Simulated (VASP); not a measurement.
Input of a VASP 6.6.1 run:

The input INCAR:

```
PREC = Accurate ; ENCUT = 500
EDIFF = 1E-6 ; ISMEAR = 0
SIGMA = 0.15 ; LREAL = F
LASPH = T ; NELM = 120
ALGO = Normal ; ISIF = 2
LWAVE = F ; LCHARG = T
GGA = PS ; IVDW = 12
LELF = T ; LVHAR = T
NBANDS = 32 ; GGA_COMPAT = F
```

The input KPOINTS:

```
regular mesh
0
Gamma
  10 10 10
```

Contents of POSCAR:

```
TeAs
1.0
    5.7748822853      0.0000000000      0.0000000000
    0.0000000000     -5.7748822853      0.0000000000
    0.0000000000      0.0000000000     -5.7748822853
Te As
4 4
Direct
    0.5000000000      0.0000000000      0.0000000000
    0.0000000000      0.5000000000      0.0000000000
    0.0000000000      0.0000000000      0.5000000000
    0.5000000000      0.5000000000      0.5000000000
    0.0000000000      1.0000000000      1.0000000000
    0.5000000000      0.5000000000      1.0000000000
    0.5000000000      1.0000000000      0.5000000000
    0.0000000000      0.5000000000      0.5000000000
```

Potentials or basis: VASP PAW PBE potentials, release 64 (Te, As).

Command:

```console
$ cat potpaw_PBE.64/Te/POTCAR potpaw_PBE.64/As/POTCAR > POTCAR
$ mpirun -np 1 vasp_std > vasp.out
```

(1) What does it give for the dispersion energy per atom?

(2) What does it give for the pressure?

Results:

(1) -0.443 eV.

(2) 0.0 GPa.

Caveat: the PAW data sets were made with another functional, which shifts forces and pressure a little.
